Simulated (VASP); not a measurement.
# TlAu2Cl3 (P6/mmm) in VASP: single point with PBE

Aim: the single point of TlAu2Cl3 with PBE.

All numbers are computed with VASP 6.6.1; they aren't measurements. Logs are shortened: lines on timing, memory, paths and dates and some standing lists are left out, and cuts for length are marked.

**1. The cell of the first run**

The structure is hexagonal, space group P6/mmm (No. 191). The conventional cell has a = 6.888 Å, b = 6.888 Å, c = 3.819 Å, α = 90.00°, β = 90.00°, γ = 120.00°. Tl (site symmetry 6/mmm) has 2 Tl at 3.82 Å and 12 Cl at 3.94 Å and 6 Au at 3.98 Å within 5.0 Å. Within 3.6 Å of Au (site symmetry -6m2) lie 6 Cl at 2.76 Å. Cl (site symmetry mmm) has 4 Au at 2.76 Å and 4 Cl at 3.44 Å within 3.6 Å.

**2. Single point, PBE**

The input, INCAR:

```
PREC = Accurate
ENCUT = 500
EDIFF = 1E-6
ISMEAR = 0
SIGMA = 0.1
LREAL = False
LASPH = True
NELM = 120
ALGO = Normal
ISIF = 2
LWAVE = False
LCHARG = False
GGA = PE
NBANDS = 37
GGA_COMPAT = False
```

The input, KPOINTS:

```
regular mesh
0
Gamma
  9 9 15
```

The input, POSCAR:

```
TlAu2Cl3
1.0
    6.8879942693      0.0000000030      0.0000000000
   -3.4439971372      5.9651780168      0.0000000000
    0.0000000000      0.0000000000      3.8193041619
Tl Au Cl
1 2 3
Direct
    0.0000000000      0.0000000000      0.0000000000
    0.3333333333      0.6666666667      0.0000000000
    0.6666666667      0.3333333333      0.0000000000
    0.5000000000      0.0000000000      0.5000000000
    0.5000000000      0.5000000000      0.5000000000
    0.0000000000      0.5000000000      0.5000000000
```

Potentials or basis: VASP PAW PBE potentials, release 64 (Tl_d, Au, Cl).

On the command line:

```sh
$ cat potpaw_PBE.64/Tl_d/POTCAR potpaw_PBE.64/Au/POTCAR potpaw_PBE.64/Cl/POTCAR > POTCAR
$ mpirun -np 1 vasp_std > vasp.out
```

OUTCAR:

```text
PREC = Accurate
   ENCUT = 500
   EDIFF = 1E-6
   ISMEAR = 0
   LREAL = False
   LASPH = True
   NELM = 120
   ISIF = 2
   GGA = PE

 ion  position               nearest neighbor table
   1  0.000  0.000  0.000-
   2  0.333  0.667  0.000-   4 2.76   4 2.76   6 2.76   6 2.76   5 2.76   5 2.76
   3  0.667  0.333  0.000-   4 2.76   4 2.76   6 2.76   6 2.76   5 2.76   5 2.76
   4  0.500  0.000  0.500-   2 2.76   3 2.76   2 2.76   3 2.76
   5  0.500  0.500  0.500-   2 2.76   3 2.76   2 2.76   3 2.76
   6  0.000  0.500  0.500-   2 2.76   3 2.76   2 2.76   3 2.76

  LATTYP: Found a hexagonal cell.
 ALAT       =     6.8879942693
 C/A-ratio  =     0.5544871283

  Lattice vectors:

 A1 = (   6.8879942693,   0.0000000030,   0.0000000000)
 A2 = (  -3.4439971372,   5.9651780168,   0.0000000000)
 A3 = (   0.0000000000,   0.0000000000,   3.8193041619)

Analysis of symmetry for initial positions (statically):
=====================================================================
 Subroutine PRICEL returns:
 Original cell was already a primitive cell.

 Routine SETGRP: Setting up the symmetry group for a
 hexagonal supercell.

 Subroutine GETGRP returns: Found 24 space group operations
 (whereof 24 operations were pure point group operations)
 out of a pool of 24 trial point group operations.

The static configuration has the point symmetry D_6h.

Analysis of symmetry for dynamics (positions and initial velocities):
=====================================================================
 Subroutine PRICEL returns:
 Original cell was already a primitive cell.

 Routine SETGRP: Setting up the symmetry group for a
 hexagonal supercell.

 Subroutine GETGRP returns: Found 24 space group operations
 (whereof 24 operations were pure point group operations)
 out of a pool of 24 trial point group operations.

The dynamic configuration has the point symmetry D_6h.

 Subroutine INISYM returns: Found 24 space group operations
 (whereof 24 operations are pure point group operations),
 and found     1 'primitive' translations

----------------------------------------------------------------------------------------

                                     Primitive cell

  volume of cell :     156.9280

  direct lattice vectors                    reciprocal lattice vectors
[... 87 lines left out ...]
   ISTART =      0    job   : 0-new  1-cont  2-samecut
   ICHARG =      2    charge: 1-file 2-atom 10-const
   ISPIN  =      1    spin polarized calculation?
   LNONCOLLINEAR =      F non collinear calculations
   LSORBIT =      F    spin-orbit coupling
   LASPH  =      T    aspherical Exc in radial PAW
   ENCUT  =  500.0 eV  36.75 Ry    6.06 a.u.  12.56 12.56  6.96*2*pi/ulx,y,z
   NELM   =    120;   NELMIN=  2; NELMDL= -5     # of ELM steps
   EDIFF  = 0.1E-05   stopping-criterion for ELM
   LREAL  =      F    real-space projection
[... 7 lines left out ...]
   TEBEG  =    0.0;   TEEND  =   0.0 temperature during run
   PSTRESS=    0.0 pullay stress
   NELECT =      56.0000    total number of electrons
   NUPDOWN=      -1.0000    fix difference up-down
   EMIN   =  10.00;   EMAX   =-10.00  energy-range for DOS
   EFERMI =   0.00;   METHOD = LEGACY
   ISMEAR =     0;   SIGMA  =   0.10  broadening in eV -4-tet -1-fermi 0-gaus
   EFERMI_NEDOS =   21; number of points for ismear=-14 and -15
   IALGO  =     38    algorithm
   IMIX   =      4    mixing-type and parameters
     AMIX     =   0.40;   BMIX     =  1.00
     AMIX_MAG =   1.60;   BMIX_MAG =  1.00
  volume/ion in A,a.u.               =      26.15       176.50
  Fermi-wavevector in a.u.,A,eV,Ry     =   1.161192  2.194335 18.345644  1.348367
  Thomas-Fermi vector in A             =   2.297767
   LORBIT       =      0    0 simple, 1 ext, 2 COOP (PROOUT), +10 PAW based schemes
   GGA     = PE    functional components
   LHFCALC =     F    Hartree Fock is set to
   AEXX    =    0.0000 exact exchange contribution
   IVDW    =     0    specifies the selected vdW correction
   LEPSILON=     F    determine dielectric tensor
   LRPA    =     F    only Hartree local field effects (RPA)
 non-spin polarized calculation
 Gauss-broadening in eV      SIGMA  =   0.10
  energy-cutoff  :      500.00
  volume of cell :      156.93
 maximum number of plane-waves:      4028
   NGX = 25   NGY = 25   NGZ = 13

 number of electron      56.0000009 magnetization

 Free energy of the ion-electron system (eV)
  ---------------------------------------------------
  ext. energy  EPLUGINS =         0.00000000
  ---------------------------------------------------
  free energy    TOTEN  =       -14.72865269 eV

  energy without entropy =      -14.72000101  energy(sigma->0) =      -14.72432685

 E-fermi :   3.8640     XC(G=0):  -9.2464

 val. band max:        3.8258265734   @ k =   0.2222   0.0000   0.4667
 cond. band min:       3.8850702002   @ k =   0.1111   0.1111   0.4667
 fundamental gap:      0.0592436268
 Fermi energy:         3.8639742968

 k-point     1 :       0.0000    0.0000    0.0000
  band No.  band energies     occupation
      1     -11.8579      2.00000
      2     -11.2355      2.00000
      3     -11.2355      2.00000
      4      -8.4357      2.00000
      5      -8.2484      2.00000
      6      -8.2484      2.00000
[... 949 lines left out ...]
     36      11.1157      0.00000
     37      11.5416      0.00000

 [... further k-points ...]

------------------------ aborting loop because EDIFF is reached ----------------------------------------

  FORCE on cell =-STRESS in cart. coord.  units (eV):
  Direction    XX          YY          ZZ          XY          YZ          ZX
  --------------------------------------------------------------------------------------
  -------------------------------------------------------------------------------------
  Total       -0.1078606     -0.1078606     -0.1233445     -0.0000000      0.0000000      0.0000000
  in kB       -1.1012169     -1.1012169     -1.2593020     -0.0000000      0.0000000      0.0000000
  external PRESSURE =      -1.1539119 kB  Pullay stress =       0.0000000 kB

 VOLUME and BASIS-vectors are now :
 -----------------------------------------------------------------------------
  energy-cutoff  :      500.00
  volume of cell :      156.93
      direct lattice vectors                 reciprocal lattice vectors
     6.887994269  0.000000003  0.000000000     0.145180144  0.083819795  0.000000000
    -3.443997137  5.965178017  0.000000000    -0.000000000  0.167639590  0.000000000
     0.000000000  0.000000000  3.819304162     0.000000000  0.000000000  0.261827798

 POSITION                                       TOTAL-FORCE (eV/Angst)
 -----------------------------------------------------------------------------------
      0.00000      0.00000      0.00000        -0.000000     -0.000000      0.000000
     -0.00000      3.97679      0.00000        -0.000000      0.000000      0.000000
      3.44400      1.98839      0.00000         0.000000      0.000000     -0.000000
      3.44400      0.00000      1.90965        -0.000000     -0.000000      0.000000
      1.72200      2.98259      1.90965        -0.000000     -0.000000      0.000000
     -1.72200      2.98259      1.90965        -0.000000     -0.000000      0.000000
 -----------------------------------------------------------------------------------
    total drift:                               -0.000000     -0.000000     -0.000000

  FREE ENERGIE OF THE ION-ELECTRON SYSTEM (eV)
  ---------------------------------------------------
  free  energy   TOTEN  =       -14.7286526932 eV

  energy  without entropy=      -14.7200010128  energy(sigma->0) =      -14.72432685
```

Run time: 9.7 min. Hardware: 1 thread of Intel Xeon Platinum 8259CL at 2.50GHz (Skylake/Cascade Lake), shared host; peak memory 0.57 GiB.

What came out:

| Property | Result |
| --- | --- |
| Free energy | -14.7287 eV |
| Pressure | -0.1 GPa |
| Band gap on the k mesh | zero (bands 28 and 29 overlap by 0.30 eV) |

Caveat: spin-orbit coupling is left out, which moves the levels of the heavy elements.

The gap in the log of VASP goes by the Fermi energy; the results here count the filled bands.